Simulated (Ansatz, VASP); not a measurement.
# TePb in VASP and in Ansatz

POSCAR

```
TePb
1.0
    0.0000000000      3.2019480000      3.2019480000
    3.2019480000      0.0000000000      3.2019480000
    3.2019480000      3.2019480000      0.0000000000
Te Pb
1 1
Direct
    0.5000000000      0.5000000000      0.5000000000
    0.0000000000      0.0000000000      0.0000000000
```

INCAR.step1

```
SYSTEM = TePb
PREC     = Accurate       ! precision mode
ENCUT    = 520            ! plane-wave cutoff, eV
ISMEAR   = -1             ! smearing method
SIGMA    = 0.02           ! smearing width, eV
LREAL    = .False.        ! projectors in reciprocal space
LASPH    = .True.         ! aspherical terms in the spheres
NELM     = 80             ! most SCF steps
GGA      = PE             ! functional
ALGO     = Normal         ! electronic algorithm
EDIFF    = 1E-4           ! SCF threshold, eV
LWAVE    = .True.         ! write WAVECAR
LCHARG   = .False.        ! write CHGCAR
```

The input INCAR.step2:

```
SYSTEM = TePb
PREC     = Accurate       ! precision mode
ENCUT    = 520            ! plane-wave cutoff, eV
EDIFF    = 1E-7           ! SCF threshold, eV
ISMEAR   = -1             ! smearing method
SIGMA    = 0.02           ! smearing width, eV
LREAL    = .False.        ! projectors in reciprocal space
LASPH    = .True.         ! aspherical terms in the spheres
NELM     = 80             ! most SCF steps
ALGO     = Normal         ! electronic algorithm
ISIF     = 2              ! what is computed and relaxed
LWAVE    = .False.        ! write WAVECAR
LCHARG   = .False.        ! write CHGCAR
METAGGA  = R2SCAN         ! meta-GGA
LMIXTAU  = .True.       
IBRION   = 2              ! ionic algorithm
NSW      = 50             ! ionic steps
EDIFFG   = -0.01          ! ionic threshold
ISTART   = 1
```

File KPOINTS:

```
regular mesh
0
Gamma
  8 8 8
  0 0 0
```

Input for Ansatz:

```yaml
crystal:
  lattice:
    - [0.0, 3.201948, 3.201948]
    - [3.201948, 0.0, 3.201948]
    - [3.201948, 3.201948, 0.0]
  atoms:
    - { symbol: Te, position: [0.5, 0.5, 0.5] }
    - { symbol: Pb, position: [0.0, 0.0, 0.0] }
  symmetry: { tolerance: 0.0003 }
hamiltonian:
  xc: r2scan
  pseudopotentials: { kind: paw, azcp: { folder: soft_1 } }
basis:
  ecutwfc: 500
magnetization:
  spin_polarized: false
scf:
  occupations: { method: fermi_dirac, width: 0.02 }
kpoints:
  mp_grid: { grid: [8, 8, 8], shift: [0, 0, 0] }
  band_path:
    path:
      - [0.0, 0.0, 0.0]
      - [0.5, 0.0, 0.5]
      - [0.625, 0.25, 0.625]
      - [0.375, 0.375, 0.75]
      - [0.0, 0.0, 0.0]
      - [0.5, 0.5, 0.5]
      - [0.5, 0.25, 0.75]
      - [0.5, 0.0, 0.5]
    npoints: 10
output:
  forces: true
  stress: true
  eigenvalues: true
  write_potential: true
  elf: true
  volumetric_format: npy
  dos: { e_range: [-12, 8], de: 0.05 }
relax:
  max_steps: 30
```

Alike in both runs: task relaxation of the atoms; functional r2SCAN; k mesh 8 × 8 × 8; occupations fermi-dirac, width 0.02 eV; no spin polarisation.

```csv
,VASP,Ansatz
version,VASP 6.6.1,Ansatz 0.2.0
potentials or method,"VASP PAW PBE potentials, release 64 (Te, Pb_d), cutoff 520 eV",PAW plane waves
valence electrons in the cell,20,30
```

|  | VASP | Ansatz | Ansatz less VASP |
| --- | --- | --- | --- |
| gap on the k mesh at the Fermi level, each at its own relaxed structure (eV) | 0.96 | 0.96 | +0.003 |

VASP's potentials were made for PBE, not for r2SCAN. VASP's potentials hold 20 valence electrons a cell and Ansatz's 30, so a difference there can come from the potentials and not from the codes. Ansatz's warnings: stress scf threshold loose.

Neither program's run includes spin-orbit coupling. Noted on VASP's run: the relaxation stopped at its first step, so nothing moved.
